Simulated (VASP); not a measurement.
# AlN (I-4m2) in VASP: single point with LDA

Aim: the single point of AlN with LDA.

Program: VASP 6.6.1. These are calculated values, not measurements. Logs are shortened: lines on timing, memory, paths and dates and some standing lists are left out, and cuts for length are marked.

### Step 1. The cell of the first run

The structure is tetragonal, space group I-4m2 (No. 119). Conventional cell: a = 3.132 Å, b = 3.132 Å, c = 4.241 Å, α = 90.00°, β = 90.00°, γ = 90.00°. Within 2.5 Å of Al (site symmetry -4m2) lie 4 N at 1.89 Å. Within 2.5 Å of N (site symmetry -4m2) lie 4 Al at 1.89 Å.

### Step 2. Single point, LDA (in-plane strain +0.02, then relaxed in part)

File INCAR:

```
SYSTEM = AlN
ALGO = Normal ; EDIFF = 1E-6
ENCUT = 520 ; GGA = CA
ISIF = 2 ; ISMEAR = 0
LASPH = .TRUE. ; LCHARG = .FALSE.
LREAL = .FALSE. ; LWAVE = .FALSE.
NBANDS = 11 ; NELM = 60
PREC = Accurate ; SIGMA = 0.01
```

File KPOINTS:

```
k-points
0
G
  10 10 10
  0 0 0
```

File POSCAR:

```
AlN
1.0
    2.2145659581      2.2145659581      0.0000000000
   -2.2145659581      2.2145659581      0.0000000000
    0.0000000000      2.2145659581      2.1205723149
Al N
1 1
Direct
    0.0000000000      0.0000000000      0.0000000000
    0.2500000000      0.7500000000      0.5000000000
```

Potentials or basis: VASP PAW LDA potentials, release 64 (Al, N).

Command:

```bash
$ cat potpaw_LDA.64/Al/POTCAR potpaw_LDA.64/N/POTCAR > POTCAR
$ mpirun -np 1 vasp_std > vasp.out
```

OUTCAR:

```text
SYSTEM = AlN
   EDIFF = 1E-6
   ENCUT = 520
   GGA = CA
   ISIF = 2
   ISMEAR = 0
   LASPH = .TRUE.
   LREAL = .FALSE.
   NELM = 60
   PREC = Accurate

 ion  position               nearest neighbor table
   1  0.000  0.000  0.000-   2 1.89   2 1.89   2 1.89   2 1.89
   2  0.250  0.750  0.500-   1 1.89   1 1.89   1 1.89   1 1.89

  LATTYP: Found a body centered tetragonal cell.
 ALAT       =     3.1318692127
 C/A-ratio  =     1.3541895723

  Lattice vectors:

 A1 = (   2.2145659581,   0.0000000000,  -2.1205723149)
 A2 = (  -2.2145659581,   0.0000000000,  -2.1205723149)
 A3 = (   0.0000000000,   2.2145659581,   2.1205723149)

Analysis of symmetry for initial positions (statically):
=====================================================================
 Subroutine PRICEL returns:
 Original cell was already a primitive cell.

 Routine SETGRP: Setting up the symmetry group for a
 body centered tetragonal supercell.

 Subroutine GETGRP returns: Found  8 space group operations
 (whereof  8 operations were pure point group operations)
 out of a pool of 16 trial point group operations.

The static configuration has the point symmetry D_2d.

Analysis of symmetry for dynamics (positions and initial velocities):
=====================================================================
 Subroutine PRICEL returns:
 Original cell was already a primitive cell.

 Routine SETGRP: Setting up the symmetry group for a
 body centered tetragonal supercell.

 Subroutine GETGRP returns: Found  8 space group operations
 (whereof  8 operations were pure point group operations)
 out of a pool of 16 trial point group operations.

The dynamic configuration has the point symmetry D_2d.

 Subroutine INISYM returns: Found  8 space group operations
 (whereof  8 operations are pure point group operations),
 and found     1 'primitive' translations

----------------------------------------------------------------------------------------

                                     Primitive cell

  volume of cell :      20.7999

  direct lattice vectors                    reciprocal lattice vectors
     2.214565958  2.214565958  0.000000000     0.225777877  0.225777877 -0.235785404
    -2.214565958  2.214565958  0.000000000    -0.225777877  0.225777877 -0.235785404
     0.000000000  2.214565958  2.120572315     0.000000000  0.000000000  0.471570808

  length of vectors
     3.131869213  3.131869213  3.066126111     0.396920718  0.396920718  0.471570808

  position of ions in fractional coordinates (direct lattice)
     0.000000000  0.000000000  0.000000000
     0.250000000  0.750000000  0.500000000

[... 81 lines left out ...]
   NFREE  =      0    steps in history (QN), initial steepest desc. (CG)
   ISIF   =      2    stress and relaxation
   ISYM   =      2    0-nonsym 1-usesym 2-fastsym
   POTIM  = 0.5000    time-step for ionic-motion
   TEBEG  =    0.0;   TEEND  =   0.0 temperature during run
   PSTRESS=    0.0 pullay stress
   NELECT =       8.0000    total number of electrons
   NUPDOWN=      -1.0000    fix difference up-down
   EMIN   =  10.00;   EMAX   =-10.00  energy-range for DOS
   EFERMI =   0.00;   METHOD = LEGACY
   ISMEAR =     0;   SIGMA  =   0.01  broadening in eV -4-tet -1-fermi 0-gaus
   EFERMI_NEDOS =   21; number of points for ismear=-14 and -15
   IALGO  =     38    algorithm
   IMIX   =      4    mixing-type and parameters
     AMIX     =   0.40;   BMIX     =  1.00
     AMIX_MAG =   1.60;   BMIX_MAG =  1.00
  volume/ion in A,a.u.               =      10.40        70.18
  Fermi-wavevector in a.u.,A,eV,Ry     =   1.190560  2.249833 19.285357  1.417434
  Thomas-Fermi vector in A             =   2.326642
   LORBIT       =      0    0 simple, 1 ext, 2 COOP (PROOUT), +10 PAW based schemes
   GGA     = CA    functional components
   LHFCALC =     F    Hartree Fock is set to
   AEXX    =    0.0000 exact exchange contribution
   IVDW    =     0    specifies the selected vdW correction
   LEPSILON=     F    determine dielectric tensor
   LRPA    =     F    only Hartree local field effects (RPA)
 non-spin polarized calculation
 Gauss-broadening in eV      SIGMA  =   0.01
  energy-cutoff  :      520.00
  volume of cell :       20.80
 maximum number of plane-waves:       572
   NGX = 11   NGY = 11   NGZ = 11

 number of electron       8.0000001 magnetization

 Free energy of the ion-electron system (eV)
  ---------------------------------------------------
  ext. energy  EPLUGINS =         0.00000000
  ---------------------------------------------------
  free energy    TOTEN  =       -16.36344591 eV

  energy without entropy =      -16.36344591  energy(sigma->0) =      -16.36344591

 E-fermi :   5.9289     XC(G=0): -11.2749

 val. band max:        5.8430455017   @ k =   0.0000   0.0000   0.0000
 cond. band min:       8.8341851509   @ k =   0.0000   0.0000   0.5000
 fundamental gap:      2.9911396493
 Fermi energy:         5.9289428385

 k-point     1 :       0.0000    0.0000    0.0000
  band No.  band energies     occupation
      1      -9.1050      2.00000
      2       5.6767      2.00000
      3       5.6767      2.00000
      4       5.8430      2.00000
      5       9.9717      0.00000
      6      18.0493      0.00000
      7      18.1025      0.00000
      8      18.1025      0.00000
      9      22.5726      0.00000
     10      23.7956      0.00000
     11      24.1351      0.00000
[... 309 lines left out ...]
 k-point    24 :       0.4000    0.3000   -0.0000
  band No.  band energies     occupation
      1      -6.4621      2.00000
      2       1.0962      2.00000
      3       2.2891      2.00000
      4       4.6386      2.00000
      5      11.5659      0.00000
      6      15.7718      0.00000
      7      17.9801      0.00000
      8      19.2836      0.00000
      9      21.5052      0.00000
     10      24.8007      0.00000
     11      29.5205      0.00000

 [... further k-points ...]
[... 5 lines left out ...]
  --------------------------------------------------------------------------------------
  -------------------------------------------------------------------------------------
  Total       -0.5909482     -0.5909482      0.0707359      0.0000000      0.0000000      0.0000000
  in kB      -45.5197261    -45.5197261      5.4486623      0.0000000      0.0000000      0.0000000
  external PRESSURE =     -28.5302633 kB  Pullay stress =       0.0000000 kB

 VOLUME and BASIS-vectors are now :
 -----------------------------------------------------------------------------
  energy-cutoff  :      520.00
  volume of cell :       20.80
      direct lattice vectors                 reciprocal lattice vectors
     2.214565958  2.214565958  0.000000000     0.225777877  0.225777877 -0.235785404
    -2.214565958  2.214565958  0.000000000    -0.225777877  0.225777877 -0.235785404
     0.000000000  2.214565958  2.120572315     0.000000000  0.000000000  0.471570808

 POSITION                                       TOTAL-FORCE (eV/Angst)
 -----------------------------------------------------------------------------------
      0.00000      0.00000      0.00000        -0.000000      0.000000      0.000000
     -1.10728      3.32185      1.06029         0.000000     -0.000000      0.000000
 -----------------------------------------------------------------------------------
    total drift:                               -0.000000     -0.000000      0.000000

  FREE ENERGIE OF THE ION-ELECTRON SYSTEM (eV)
  ---------------------------------------------------
  free  energy   TOTEN  =       -16.3634459098 eV

  energy  without entropy=      -16.3634459098  energy(sigma->0) =      -16.36344591
```

It took 7.5 s on 1 thread of Intel Xeon 6975P-C (Granite Rapids), shared host; peak memory 0.13 GiB.

What came out:

| Property | Result |
| --- | --- |
| Free energy | -16.3634 eV |
| Pressure | -2.9 GPa |
| Band gap on the k mesh | 2.99 eV, indirect (least direct gap 4.13 eV) |

Stress tensor (GPa, compression positive):
```
-4.55  0.00  0.00
 0.00 -4.55  0.00
 0.00  0.00  0.54
```

Levels at points of the mesh, in eV from the valence-band top:
```csv
k point,band 1,band 2,band 3,band 4,band 5,band 6,band 7,band 8
"(0.00, 0.00, 0.00)",-14.95,-0.17,-0.17,0.00,4.13,12.21,12.26,12.26
"(0.50, 0.00, 0.00)",-12.82,-6.03,-0.77,-0.43,7.10,9.67,10.47,11.35
"(0.50, 0.50, 0.00)",-12.22,-5.21,-1.79,-1.78,3.19,8.53,13.39,14.88
"(0.00, 0.00, 0.50)",-12.03,-4.80,-2.14,-2.14,2.99,7.85,14.16,15.16
```

Caveat: the cell differs from its parent crystal (in-plane strain +0.02, then relaxed in part).
